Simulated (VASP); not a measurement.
# Sn (Fd-3m) in VASP: further runs

Runs on Sn. Level: LDA. Tasks: single point, relaxation of cell and atoms.

Program: VASP 6.6.1. These are calculated values, not measurements. Logs are shortened: lines on timing, memory, paths and dates and some standing lists are left out, and cuts for length are marked.

### Step 1. The cell of the first run

Symmetry: Fd-3m, No. 227, cubic system. Conventional cell: a = 6.491 Å, b = 6.491 Å, c = 6.491 Å, α = 90.00°, β = 90.00°, γ = 90.00°. Sn (site symmetry -43m) has 4 Sn at 2.81 Å within 3.7 Å.

### Step 2. Single point, LDA

File INCAR:

```
SYSTEM = Sn
PREC     = Accurate       ! precision mode
ENCUT    = 500            ! plane-wave cutoff, eV
EDIFF    = 1E-6           ! SCF threshold, eV
ISMEAR   = 0              ! smearing method
SIGMA    = 0.1            ! smearing width, eV
LREAL    = .FALSE.        ! projectors in reciprocal space
LASPH    = .TRUE.         ! aspherical terms in the spheres
NELM     = 120            ! most SCF steps
ALGO     = Normal         ! electronic algorithm
ISIF     = 2              ! what is computed and relaxed
LWAVE    = .FALSE.        ! write WAVECAR
LCHARG   = .TRUE.         ! write CHGCAR
GGA      = CA             ! functional
LELF     = .TRUE.         ! ELF
LVHAR    = .TRUE.       
NBANDS   = 21             ! bands
GGA_COMPAT= .FALSE.
```

File KPOINTS:

```
regular mesh
0
G
  6 6 6
  0 0 0
```

File POSCAR:

```
Sn
1.0
    0.0000000000      3.2456000000      3.2456000000
    3.2456000000      0.0000000000      3.2456000000
    3.2456000000      3.2456000000      0.0000000000
Sn
2
Direct
    0.5000000000      0.5000000000      0.5000000000
    0.7500000000      0.7500000000      0.7500000000
```

Potentials or basis: VASP PAW LDA potentials, release 64 (Sn_d).

Started as:

```sh
$ cat potpaw_LDA.64/Sn_d/POTCAR > POTCAR
$ mpirun -np 1 vasp_std > vasp.out
```

OUTCAR:

```text
SYSTEM = Sn
   PREC = Accurate
   ENCUT = 500
   EDIFF = 1E-6
   ISMEAR = 0
   LREAL = .FALSE.
   LASPH = .TRUE.
   NELM = 120
   ISIF = 2
   GGA = CA

 ion  position               nearest neighbor table
   1  0.500  0.500  0.500-   2 2.81   2 2.81   2 2.81   2 2.81
   2  0.750  0.750  0.750-   1 2.81   1 2.81   1 2.81   1 2.81

  LATTYP: Found a face centered cubic cell.
 ALAT       =     6.4912000000

  Lattice vectors:

 A1 = (   0.0000000000,   3.2456000000,   3.2456000000)
 A2 = (   3.2456000000,   0.0000000000,   3.2456000000)
 A3 = (   3.2456000000,   3.2456000000,   0.0000000000)

Analysis of symmetry for initial positions (statically):
=====================================================================
 Subroutine PRICEL returns:
 Original cell was already a primitive cell.

 Routine SETGRP: Setting up the symmetry group for a
 face centered cubic supercell.

 Subroutine GETGRP returns: Found 48 space group operations
 (whereof 24 operations were pure point group operations)
 out of a pool of 48 trial point group operations.

The static configuration has the point symmetry T_d .
 The point group associated with its full space group is O_h .

Analysis of symmetry for dynamics (positions and initial velocities):
=====================================================================
 Subroutine PRICEL returns:
 Original cell was already a primitive cell.

 Routine SETGRP: Setting up the symmetry group for a
 face centered cubic supercell.

 Subroutine GETGRP returns: Found 48 space group operations
 (whereof 24 operations were pure point group operations)
 out of a pool of 48 trial point group operations.

The dynamic configuration has the point symmetry T_d .
 The point group associated with its full space group is O_h .

 Subroutine INISYM returns: Found 48 space group operations
 (whereof 24 operations are pure point group operations),
 and found     1 'primitive' translations

----------------------------------------------------------------------------------------

                                     Primitive cell

  volume of cell :      68.3778

  direct lattice vectors                    reciprocal lattice vectors
     0.000000000  3.245600000  3.245600000    -0.154054720  0.154054720  0.154054720
     3.245600000  0.000000000  3.245600000     0.154054720 -0.154054720  0.154054720
     3.245600000  3.245600000  0.000000000     0.154054720  0.154054720 -0.154054720

  length of vectors
     4.589971538  4.589971538  4.589971538     0.266830603  0.266830603  0.266830603

  position of ions in fractional coordinates (direct lattice)
     0.500000000  0.500000000  0.500000000
     0.750000000  0.750000000  0.750000000

  ion indices of the primitive-cell ions
   primitive index   ion index
                 1           1
                 2           2

----------------------------------------------------------------------------------------

 KPOINTS: regular mesh

Automatic generation of k-mesh.
 Grid dimensions read from file:
 generate k-points for:    6    6    6

 Generating k-lattice:

  Cartesian coordinates                     Fractional coordinates (reciprocal lattice)
    -0.025675787  0.025675787  0.025675787     0.166666667  0.000000000  0.000000000
     0.025675787 -0.025675787  0.025675787     0.000000000  0.166666667  0.000000000
     0.025675787  0.025675787 -0.025675787     0.000000000  0.000000000  0.166666667

  Length of vectors
     0.044471767  0.044471767  0.044471767

  Shift w.r.t. Gamma in fractional coordinates (k-lattice)
     0.000000000  0.000000000  0.000000000

 Subroutine IBZKPT returns following result:
 ===========================================

 Found     16 irreducible k-points:

 Following reciprocal coordinates:
            Coordinates               Weight
  0.000000  0.000000  0.000000      1.000000
  0.166667  0.000000  0.000000      8.000000
  0.333333  0.000000  0.000000      8.000000
  0.500000  0.000000  0.000000      4.000000
  0.166667  0.166667  0.000000      6.000000
  0.333333  0.166667  0.000000     24.000000
[... 8 lines left out ...]
 -0.333333  0.333333  0.166667     24.000000
 -0.333333  0.500000  0.166667     12.000000
   k-points           NKPTS =     16   k-points in BZ     NKDIM =     16   number of bands    NBANDS=     21
   number of dos      NEDOS =    301   number of ions     NIONS =      2
   total plane-waves  NPLWV =  46656
   dimension x,y,z NGX =    36 NGY =   36 NGZ =   36
   dimension x,y,z NGXF=    72 NGYF=   72 NGZF=   72
   ions per type =               2
   NGX,Y,Z   is equivalent  to a cutoff of  13.04, 13.04, 13.04 a.u.
   NGXF,Y,Z  is equivalent  to a cutoff of  26.08, 26.08, 26.08 a.u.
 SYSTEM =  Sn
   PREC   = accura    normal or accurate (medium, high low for compatibility)
   ISTART =      0    job   : 0-new  1-cont  2-samecut
   ICHARG =      2    charge: 1-file 2-atom 10-const
   ISPIN  =      1    spin polarized calculation?
   LNONCOLLINEAR =      F non collinear calculations
   LSORBIT =      F    spin-orbit coupling
   LASPH  =      T    aspherical Exc in radial PAW
   ENCUT  =  500.0 eV  36.75 Ry    6.06 a.u.   8.37  8.37  8.37*2*pi/ulx,y,z
   NELM   =    120;   NELMIN=  2; NELMDL= -5     # of ELM steps
   EDIFF  = 0.1E-05   stopping-criterion for ELM
   LREAL  =      F    real-space projection
   EDIFFG = 0.1E-04   stopping-criterion for IOM
   NSW    =      0    number of steps for IOM
   IBRION =     -1    ionic relax: 0-MD 1-quasi-New 2-CG
   NFREE  =      0    steps in history (QN), initial steepest desc. (CG)
   ISIF   =      2    stress and relaxation
   ISYM   =      2    0-nonsym 1-usesym 2-fastsym
   POTIM  = 0.5000    time-step for ionic-motion
   TEBEG  =    0.0;   TEEND  =   0.0 temperature during run
   PSTRESS=    0.0 pullay stress
   NELECT =      28.0000    total number of electrons
   NUPDOWN=      -1.0000    fix difference up-down
   EMIN   =  10.00;   EMAX   =-10.00  energy-range for DOS
   EFERMI =   0.00;   METHOD = LEGACY
   ISMEAR =     0;   SIGMA  =   0.10  broadening in eV -4-tet -1-fermi 0-gaus
   EFERMI_NEDOS =   21; number of points for ismear=-14 and -15
   IALGO  =     38    algorithm
   IMIX   =      4    mixing-type and parameters
     AMIX     =   0.40;   BMIX     =  1.00
     AMIX_MAG =   1.60;   BMIX_MAG =  1.00
  volume/ion in A,a.u.               =      34.19       230.72
  Fermi-wavevector in a.u.,A,eV,Ry     =   1.215689  2.297319 20.108049  1.477900
  Thomas-Fermi vector in A             =   2.351068
   LORBIT       =      0    0 simple, 1 ext, 2 COOP (PROOUT), +10 PAW based schemes
   GGA     = CA    functional components
   LHFCALC =     F    Hartree Fock is set to
   AEXX    =    0.0000 exact exchange contribution
   IVDW    =     0    specifies the selected vdW correction
   LEPSILON=     F    determine dielectric tensor
   LRPA    =     F    only Hartree local field effects (RPA)
 non-spin polarized calculation
 Gauss-broadening in eV      SIGMA  =   0.10
  energy-cutoff  :      500.00
  volume of cell :       68.38
 maximum number of plane-waves:      1807
 NGX is ok and might be reduce to    36
   NGX = 17   NGY = 17   NGZ = 17

 number of electron      28.0000001 magnetization

 Free energy of the ion-electron system (eV)
  ---------------------------------------------------
  ext. energy  EPLUGINS =         0.00000000
  ---------------------------------------------------
  free energy    TOTEN  =        -8.90683822 eV

  energy without entropy =       -8.90567360  energy(sigma->0) =       -8.90625591

 E-fermi :   5.2585     XC(G=0):  -9.1876

 val. band max:        5.0085817122   @ k =   0.1667   0.0000   0.0000
 cond. band min:       5.2609863410   @ k =   0.5000   0.0000   0.0000
 fundamental gap:      0.2524046288
 Fermi energy:         5.2584617122

 k-point     1 :       0.0000    0.0000    0.0000
  band No.  band energies     occupation
      1     -16.2440      2.00000
      2     -16.2440      2.00000
      3     -16.2440      2.00000
      4     -16.1828      2.00000
      5     -16.1828      2.00000
      6     -15.8712      2.00000
[... 13 lines left out ...]
     20      13.3995      0.00000
     21      13.3995      0.00000

 k-point     2 :       0.1667    0.0000    0.0000
  band No.  band energies     occupation
      1     -16.2602      2.00000
      2     -16.2602      2.00000
      3     -16.2375      2.00000
      4     -16.1591      2.00000
      5     -16.1591      2.00000
      6     -15.9012      2.00000
[... 13 lines left out ...]
     20      12.2887      0.00000
     21      12.2887      0.00000

 k-point     3 :       0.3333    0.0000    0.0000
  band No.  band energies     occupation
      1     -16.2761      2.00000
      2     -16.2761      2.00000
      3     -16.2239      2.00000
      4     -16.1306      2.00000
      5     -16.1306      2.00000
      6     -15.9247      2.00000
[... 13 lines left out ...]
     20      12.7012      0.00000
     21      12.7012      0.00000

 k-point     4 :       0.5000    0.0000    0.0000
  band No.  band energies     occupation
      1     -16.2804      2.00000
      2     -16.2804      2.00000
      3     -16.2168      2.00000
      4     -16.1217      2.00000
      5     -16.1217      2.00000
      6     -15.9310      2.00000
[... 13 lines left out ...]
     20      14.1289      0.00000
     21      14.1310      0.00000

 k-point     5 :       0.1667    0.1667    0.0000
  band No.  band energies     occupation
      1     -16.2585      2.00000
      2     -16.2585      2.00000
      3     -16.2526      2.00000
      4     -16.1608      2.00000
      5     -16.1318      2.00000
      6     -15.9486      2.00000
[... 13 lines left out ...]
     20      11.8255      0.00000
     21      13.7063      0.00000
[... 190 lines left out ...]
     20      14.5457      0.00000
     21      15.7802      0.00000

 k-point    14 :       0.5000    0.3333    0.1667
  band No.  band energies     occupation
      1     -16.3019      2.00000
      2     -16.2961      2.00000
      3     -16.1835      2.00000
      4     -16.1015      2.00000
      5     -16.0544      2.00000
      6     -16.0268      2.00000
[... 13 lines left out ...]
     20      13.3502      0.00000
     21      15.0785      0.00000

 k-point    15 :      -0.3333    0.3333    0.1667
  band No.  band energies     occupation
      1     -16.3158      2.00000
      2     -16.3010      2.00000
      3     -16.1505      2.00000
      4     -16.0749      2.00000
      5     -16.0448      2.00000
      6     -16.0318      2.00000
[... 13 lines left out ...]
     20      14.6653      0.00000
     21      15.0059      0.00000

 k-point    16 :      -0.3333    0.5000    0.1667
  band No.  band energies     occupation
      1     -16.3096      2.00000
      2     -16.3096      2.00000
      3     -16.1188      2.00000
      4     -16.1188      2.00000
      5     -16.0245      2.00000
      6     -16.0245      2.00000
[... 13 lines left out ...]
     20      14.3544      0.00000
     21      15.5795      0.00000

------------------------ aborting loop because EDIFF is reached ----------------------------------------

  FORCE on cell =-STRESS in cart. coord.  units (eV):
  Direction    XX          YY          ZZ          XY          YZ          ZX
  --------------------------------------------------------------------------------------
  -------------------------------------------------------------------------------------
  Total       -0.1279049     -0.1279049     -0.1279049      0.0000000     -0.0000000      0.0000000
  in kB       -2.9969731     -2.9969731     -2.9969731      0.0000000     -0.0000000      0.0000000
  external PRESSURE =      -2.9969731 kB  Pullay stress =       0.0000000 kB

 VOLUME and BASIS-vectors are now :
 -----------------------------------------------------------------------------
  energy-cutoff  :      500.00
  volume of cell :       68.38
      direct lattice vectors                 reciprocal lattice vectors
     0.000000000  3.245600000  3.245600000    -0.154054720  0.154054720  0.154054720
     3.245600000  0.000000000  3.245600000     0.154054720 -0.154054720  0.154054720
     3.245600000  3.245600000  0.000000000     0.154054720  0.154054720 -0.154054720

 POSITION                                       TOTAL-FORCE (eV/Angst)
 -----------------------------------------------------------------------------------
      3.24560      3.24560      3.24560         0.000000      0.000000      0.000000
      4.86840      4.86840      4.86840        -0.000000     -0.000000     -0.000000
 -----------------------------------------------------------------------------------
    total drift:                                0.000000      0.000000      0.000000

  FREE ENERGIE OF THE ION-ELECTRON SYSTEM (eV)
  ---------------------------------------------------
  free  energy   TOTEN  =        -8.9068382188 eV

  energy  without entropy=       -8.9056735995  energy(sigma->0) =       -8.90625591
```

It took 29 s on 1 thread of AMD EPYC 7R13, shared host; peak memory 0.14 GiB.

Results:

```
Free energy            : -8.9068 eV
Pressure               : -0.3 GPa
Band gap on the k mesh : zero (band 14 reaches 5.45 eV, above the bottom of band 15 at 5.26 eV)
```

Caveat: spin-orbit coupling is left out, which moves the levels of the heavy elements.

(Part 1 of 2 ends here.)
